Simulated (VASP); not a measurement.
Here is a VASP 6.6.1 calculation.

INCAR

```
PREC = Accurate
ENCUT = 600
EDIFF = 1E-7
ISMEAR = -1
SIGMA = 0.05
LREAL = False
LASPH = True
NELM = 100
ALGO = Normal
ISIF = 3
LWAVE = False
LCHARG = False
IBRION = 2
NSW = 60
EDIFFG = -0.01
```

File KPOINTS:

```
Automatic mesh
0
Gamma
  5 5 8
```

POSCAR

```
La2O3
1.0
    6.2667802772      0.0000000000      0.0000000000
   -3.1333901386      5.4271909200      0.0000000000
    0.0000000000      0.0000000000      3.2997660000
La O
2 3
Direct
    0.6666666667      0.3333333333      0.5000000000
    0.3333333333      0.6666666667      0.5000000000
    0.5080139900      0.0000000000      0.0000000000
    0.0000000000      0.5080139900      0.0000000000
    0.4919860100      0.4919860100      0.0000000000
```

Potentials or basis: VASP PAW LDA potentials, release 64 (La, O).

Run with:

```console
$ cat potpaw_LDA.64/La/POTCAR potpaw_LDA.64/O/POTCAR > POTCAR
$ mpirun -np 1 vasp_std > vasp.out
```

Problem. Estimate the band gap on the k mesh.

Solution. 1.19 eV (least direct gap 1.82 eV).

Problem. Estimate the space group after relaxing (to 0.1 Å).

Solution. P6/mmm (No. 191).

Problem. What does it give for the relaxed cell?

Solution. a = 6.249 Å, b = 6.249 Å, c = 3.231 Å, α = 90.00°, β = 90.00°, γ = 120.00°.

Final structure:
```cif
data_structure
_symmetry_space_group_name_H-M 'P 1'
_symmetry_Int_Tables_number 1
_cell_length_a 6.2495
_cell_length_b 6.2495
_cell_length_c 3.2308
_cell_angle_alpha 90.000
_cell_angle_beta 90.000
_cell_angle_gamma 120.000
_cell_volume 109.28
loop_
_atom_site_label
_atom_site_type_symbol
_atom_site_fract_x
_atom_site_fract_y
_atom_site_fract_z
_atom_site_occupancy
La1 La 0.66667 0.33333 0.50000 1
La2 La 0.33333 0.66667 0.50000 1
O1 O 0.49996 0.00000 0.00000 1
O2 O 0.00000 0.49996 0.00000 1
O3 O 0.50004 0.50004 0.00000 1
```

Caveat: spin-orbit coupling is left out, which moves the levels of the heavy elements. A k mesh can miss the band edges.
